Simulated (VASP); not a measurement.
# BeTe (F-43m) in VASP: a series of runs

BeTe is run at these levels: r2SCAN; tasks: single point, relaxation of cell and atoms.

All numbers are computed with VASP 6.6.1; they aren't measurements. Logs are shortened: lines on timing, memory, paths and dates and some standing lists are left out, and cuts for length are marked.

## Step 1: The cell of the first run

The structure is cubic, space group F-43m (No. 216). Conventional cell: a = 5.630 Å, b = 5.630 Å, c = 5.630 Å, α = 90.00°, β = 90.00°, γ = 90.00°. Within 3.2 Å of Be (site symmetry -43m) lie 4 Te at 2.44 Å. Within 3.2 Å of Te (site symmetry -43m) lie 4 Be at 2.44 Å.

## Step 2: Single point, r2SCAN

File POSCAR:

```
BeTe
1.0
    0.0000000000      2.8150000000      2.8150000000
    2.8150000000      0.0000000000      2.8150000000
    2.8150000000      2.8150000000      0.0000000000
Be Te
1 1
Direct
    0.0000000000      0.0000000000      0.0000000000
    0.2500000000      0.2500000000      0.2500000000
```

File INCAR.step1:

```
PREC = Accurate ; ENCUT = 660
ISMEAR = 0 ; SIGMA = 0.1
LREAL = F ; LASPH = T
NELM = 120 ; NBANDS = 11
GGA = PE ; ALGO = Normal
EDIFF = 1E-5 ; LWAVE = T
LCHARG = F ; GGA_COMPAT = F
```

File INCAR.step2:

```
PREC = Accurate ; ENCUT = 660
EDIFF = 1E-6 ; ISMEAR = 0
SIGMA = 0.1 ; LREAL = F
LASPH = T ; NELM = 120
ALGO = Normal ; ISIF = 2
LWAVE = F ; LCHARG = F
METAGGA = R2SCAN ; LMIXTAU = T
NBANDS = 11 ; ISTART = 1
GGA_COMPAT = F
```

File KPOINTS:

```
regular mesh
0
Gamma
  6 6 6
```

Potentials or basis: VASP PAW PBE potentials, release 64 (Be, Te).

Command:

```console
cat potpaw_PBE.64/Be/POTCAR potpaw_PBE.64/Te/POTCAR > POTCAR
cp INCAR.step1 INCAR
mpirun -np 1 vasp_std > vasp.out
cp INCAR.step2 INCAR
mpirun -np 1 vasp_std > vasp.out
```

OUTCAR:

```text
PREC = Accurate
   ENCUT = 660
   EDIFF = 1E-6
   ISMEAR = 0
   LREAL = F
   LASPH = T
   NELM = 120
   ISIF = 2
   METAGGA = R2SCAN
   ISTART = 1

 ion  position               nearest neighbor table
   1  0.000  0.000  0.000-   2 2.44   2 2.44   2 2.44   2 2.44
   2  0.250  0.250  0.250-   1 2.44   1 2.44   1 2.44   1 2.44

  LATTYP: Found a face centered cubic cell.
 ALAT       =     5.6300000000

  Lattice vectors:

 A1 = (   0.0000000000,   2.8150000000,   2.8150000000)
 A2 = (   2.8150000000,   0.0000000000,   2.8150000000)
 A3 = (   2.8150000000,   2.8150000000,   0.0000000000)

Analysis of symmetry for initial positions (statically):
=====================================================================
 Subroutine PRICEL returns:
 Original cell was already a primitive cell.

 Routine SETGRP: Setting up the symmetry group for a
 face centered cubic supercell.

 Subroutine GETGRP returns: Found 24 space group operations
 (whereof 24 operations were pure point group operations)
 out of a pool of 48 trial point group operations.

The static configuration has the point symmetry T_d .

Analysis of symmetry for dynamics (positions and initial velocities):
=====================================================================
 Subroutine PRICEL returns:
 Original cell was already a primitive cell.

 Routine SETGRP: Setting up the symmetry group for a
 face centered cubic supercell.

 Subroutine GETGRP returns: Found 24 space group operations
 (whereof 24 operations were pure point group operations)
 out of a pool of 48 trial point group operations.

The dynamic configuration has the point symmetry T_d .

 Subroutine INISYM returns: Found 24 space group operations
 (whereof 24 operations are pure point group operations),
 and found     1 'primitive' translations

----------------------------------------------------------------------------------------

                                     Primitive cell

  volume of cell :      44.6134

  direct lattice vectors                    reciprocal lattice vectors
     0.000000000  2.815000000  2.815000000    -0.177619893  0.177619893  0.177619893
     2.815000000  0.000000000  2.815000000     0.177619893 -0.177619893  0.177619893
     2.815000000  2.815000000  0.000000000     0.177619893  0.177619893 -0.177619893

  length of vectors
     3.981011178  3.981011178  3.981011178     0.307646680  0.307646680  0.307646680

  position of ions in fractional coordinates (direct lattice)
     0.000000000  0.000000000  0.000000000
     0.250000000  0.250000000  0.250000000

  ion indices of the primitive-cell ions
   primitive index   ion index
                 1           1
                 2           2

----------------------------------------------------------------------------------------

 KPOINTS: regular mesh

Automatic generation of k-mesh.
 Grid dimensions read from file:
 generate k-points for:    6    6    6

 Generating k-lattice:

  Cartesian coordinates                     Fractional coordinates (reciprocal lattice)
    -0.029603316  0.029603316  0.029603316     0.166666667  0.000000000  0.000000000
     0.029603316 -0.029603316  0.029603316     0.000000000  0.166666667  0.000000000
     0.029603316  0.029603316 -0.029603316     0.000000000  0.000000000  0.166666667

  Length of vectors
     0.051274447  0.051274447  0.051274447

  Shift w.r.t. Gamma in fractional coordinates (k-lattice)
     0.000000000  0.000000000  0.000000000

 Subroutine IBZKPT returns following result:
 ===========================================

 Found     16 irreducible k-points:

 Following reciprocal coordinates:
            Coordinates               Weight
  0.000000  0.000000  0.000000      1.000000
  0.166667  0.000000  0.000000      8.000000
  0.333333  0.000000  0.000000      8.000000
  0.500000  0.000000  0.000000      4.000000
  0.166667  0.166667  0.000000      6.000000
  0.333333  0.166667  0.000000     24.000000
[... 8 lines left out ...]
 -0.333333  0.333333  0.166667     24.000000
 -0.333333  0.500000  0.166667     12.000000
   k-points           NKPTS =     16   k-points in BZ     NKDIM =     16   number of bands    NBANDS=     11
   number of dos      NEDOS =    301   number of ions     NIONS =      2
   total plane-waves  NPLWV =  46656
   dimension x,y,z NGX =    36 NGY =   36 NGZ =   36
   dimension x,y,z NGXF=    72 NGYF=   72 NGZF=   72
   ions per type =               1   1
   NGX,Y,Z   is equivalent  to a cutoff of  15.03, 15.03, 15.03 a.u.
   NGXF,Y,Z  is equivalent  to a cutoff of  30.07, 30.07, 30.07 a.u.
 SYSTEM =  unknown system
   PREC   = accura    normal or accurate (medium, high low for compatibility)
   ISTART =      1    job   : 0-new  1-cont  2-samecut
   ICHARG =      0    charge: 1-file 2-atom 10-const
   ISPIN  =      1    spin polarized calculation?
   LNONCOLLINEAR =      F non collinear calculations
   LSORBIT =      F    spin-orbit coupling
   LASPH  =      T    aspherical Exc in radial PAW
   ENCUT  =  660.0 eV  48.51 Ry    6.96 a.u.   8.34  8.34  8.34*2*pi/ulx,y,z
   NELM   =    120;   NELMIN=  2; NELMDL=  0     # of ELM steps
   EDIFF  = 0.1E-05   stopping-criterion for ELM
   LREAL  =      F    real-space projection
   EDIFFG = 0.1E-04   stopping-criterion for IOM
   NSW    =      0    number of steps for IOM
   IBRION =     -1    ionic relax: 0-MD 1-quasi-New 2-CG
   NFREE  =      0    steps in history (QN), initial steepest desc. (CG)
   ISIF   =      2    stress and relaxation
   ISYM   =      2    0-nonsym 1-usesym 2-fastsym
   POTIM  = 0.5000    time-step for ionic-motion
   TEBEG  =    0.0;   TEEND  =   0.0 temperature during run
   PSTRESS=    0.0 pullay stress
   NELECT =       8.0000    total number of electrons
   NUPDOWN=      -1.0000    fix difference up-down
   EMIN   =  10.00;   EMAX   =-10.00  energy-range for DOS
   EFERMI =   0.00;   METHOD = LEGACY
   ISMEAR =     0;   SIGMA  =   0.10  broadening in eV -4-tet -1-fermi 0-gaus
   EFERMI_NEDOS =   21; number of points for ismear=-14 and -15
   IALGO  =     38    algorithm
   IMIX   =      4    mixing-type and parameters
     AMIX     =   0.40;   BMIX     =  1.00
     AMIX_MAG =   1.60;   BMIX_MAG =  1.00
  volume/ion in A,a.u.               =      22.31       150.53
  Fermi-wavevector in a.u.,A,eV,Ry     =   0.923173  1.744544 11.595543  0.852248
  Thomas-Fermi vector in A             =   2.048781
   LORBIT       =      0    0 simple, 1 ext, 2 COOP (PROOUT), +10 PAW based schemes
   METAGGA = R2SCAN    functional components
   LHFCALC =     F    Hartree Fock is set to
   AEXX    =    0.0000 exact exchange contribution
   IVDW    =     0    specifies the selected vdW correction
   LEPSILON=     F    determine dielectric tensor
   LRPA    =     F    only Hartree local field effects (RPA)
 non-spin polarized calculation
 Gauss-broadening in eV      SIGMA  =   0.10
  energy-cutoff  :      660.00
  volume of cell :       44.61
 maximum number of plane-waves:      1759
 NGX is ok and might be reduce to    36
   NGX = 17   NGY = 17   NGZ = 17

 number of electron       8.0000000 magnetization

 Free energy of the ion-electron system (eV)
  ---------------------------------------------------
  ext. energy  EPLUGINS =         0.00000000
  ---------------------------------------------------
  free energy    TOTEN  =       -30.67799056 eV

  energy without entropy =      -30.67799056  energy(sigma->0) =      -30.67799056

 E-fermi :   5.3872     XC(G=0):  -9.4818

 val. band max:        4.9513151049   @ k =   0.0000   0.0000   0.0000
 cond. band min:       7.2838370055   @ k =   0.5000   0.5000   0.0000
 fundamental gap:      2.3325219006
 Fermi energy:         5.3872398880

 k-point     1 :       0.0000    0.0000    0.0000
  band No.  band energies     occupation
      1      -7.8432      2.00000
      2       4.9513      2.00000
      3       4.9513      2.00000
      4       4.9513      2.00000
      5       8.9661      0.00000
      6       8.9661      0.00000
      7       8.9661      0.00000
      8       9.4710      0.00000
      9      13.9918      0.00000
     10      15.6994      0.00000
     11      15.6994      0.00000

 k-point     2 :       0.1667    0.0000    0.0000
  band No.  band energies     occupation
      1      -7.5668      2.00000
      2       2.9190      2.00000
      3       4.5632      2.00000
      4       4.5632      2.00000
      5       8.9145      0.00000
      6       9.5321      0.00000
      7       9.5321      0.00000
      8      11.3762      0.00000
      9      14.5701      0.00000
     10      14.5701      0.00000
     11      14.6622      0.00000

 k-point     3 :       0.3333    0.0000    0.0000
  band No.  band energies     occupation
      1      -6.8726      2.00000
      2       0.3337      2.00000
      3       4.0002      2.00000
      4       4.0002      2.00000
      5       8.6224      0.00000
      6      10.0036      0.00000
      7      10.0036      0.00000
      8      13.4169      0.00000
      9      15.0761      0.00000
     10      15.1549      0.00000
     11      15.1549      0.00000

 k-point     4 :       0.5000    0.0000    0.0000
  band No.  band energies     occupation
      1      -6.3978      2.00000
      2      -0.8202      2.00000
      3       3.7773      2.00000
      4       3.7773      2.00000
      5       8.5065      0.00000
      6       9.9655      0.00000
      7       9.9655      0.00000
      8      13.4230      0.00000
      9      16.7324      0.00000
     10      17.2392      0.00000
     11      17.2392      0.00000
[... 127 lines left out ...]
 k-point    14 :       0.5000    0.3333    0.1667
  band No.  band energies     occupation
      1      -6.3441      2.00000
      2       0.3894      2.00000
      3       1.7873      2.00000
      4       2.9018      2.00000
      5       9.3376      0.00000
      6      10.3618      0.00000
      7      10.7076      0.00000
      8      13.3266      0.00000
      9      15.7623      0.00000
     10      16.1177      0.00000
     11      18.6066      0.00000

 k-point    15 :      -0.3333    0.3333    0.1667
  band No.  band energies     occupation
      1      -5.9889      2.00000
      2      -0.1028      2.00000
      3       1.3371      2.00000
      4       2.4632      2.00000
      5       9.8752      0.00000
      6      10.1355      0.00000
      7      12.5096      0.00000
      8      12.7250      0.00000
      9      14.2674      0.00000
     10      17.6513      0.00000
     11      18.5013      0.00000

 k-point    16 :      -0.3333    0.5000    0.1667
  band No.  band energies     occupation
      1      -5.8342      2.00000
      2      -0.0515      2.00000
      3       1.4375      2.00000
      4       1.7638      2.00000
      5       9.0856      0.00000
      6       9.6317      0.00000
      7      12.9587      0.00000
      8      13.1825      0.00000
      9      16.6765      0.00000
     10      17.6710      0.00000
     11      18.6293      0.00000

------------------------ aborting loop because EDIFF is reached ----------------------------------------

  FORCE on cell =-STRESS in cart. coord.  units (eV):
  Direction    XX          YY          ZZ          XY          YZ          ZX
  --------------------------------------------------------------------------------------
  -------------------------------------------------------------------------------------
  Total        0.3088081      0.3088081      0.3088081     -0.0000000      0.0000000      0.0000000
  in kB       11.0900642     11.0900642     11.0900642     -0.0000000      0.0000000      0.0000000
  external PRESSURE =      11.0900642 kB  Pullay stress =       0.0000000 kB

 VOLUME and BASIS-vectors are now :
 -----------------------------------------------------------------------------
  energy-cutoff  :      660.00
  volume of cell :       44.61
      direct lattice vectors                 reciprocal lattice vectors
     0.000000000  2.815000000  2.815000000    -0.177619893  0.177619893  0.177619893
     2.815000000  0.000000000  2.815000000     0.177619893 -0.177619893  0.177619893
     2.815000000  2.815000000  0.000000000     0.177619893  0.177619893 -0.177619893

 POSITION                                       TOTAL-FORCE (eV/Angst)
 -----------------------------------------------------------------------------------
      0.00000      0.00000      0.00000         0.000000      0.000000      0.000000
      1.40750      1.40750      1.40750        -0.000000     -0.000000     -0.000000
 -----------------------------------------------------------------------------------
    total drift:                                0.000000      0.000000      0.000000

  FREE ENERGIE OF THE ION-ELECTRON SYSTEM (eV)
  ---------------------------------------------------
  free  energy   TOTEN  =       -30.6779905584 eV

  energy  without entropy=      -30.6779905584  energy(sigma->0) =      -30.67799056
```

Run time: 37 s. Hardware: 1 thread of AMD EPYC 9R45 (Zen 5), shared host; peak memory 0.18 GiB.

What came out:

```
Free energy            : -30.6780 eV
Pressure               : 1.1 GPa
Band gap on the k mesh : 2.33 eV (least direct gap 4.01 eV)
```

Levels at points of the mesh, in eV from the valence-band top:
```csv
k point,band 1,band 2,band 3,band 4,band 5,band 6,band 7,band 8,band 9
"(0.00, 0.00, 0.00)",-12.79,0.00,0.00,0.00,4.01,4.01,4.01,4.52,9.04
"(0.50, 0.00, 0.00)",-11.35,-5.77,-1.17,-1.17,3.56,5.01,5.01,8.47,11.78
"(0.50, 0.50, 0.00)",-10.81,-5.35,-2.75,-2.75,2.33,2.99,10.58,10.58,12.53
```

Caveat: the PAW data sets were made with another functional, which shifts forces and pressure a little; spin-orbit coupling is left out, which moves the levels of the heavy elements.

[end of part 1 of 2]
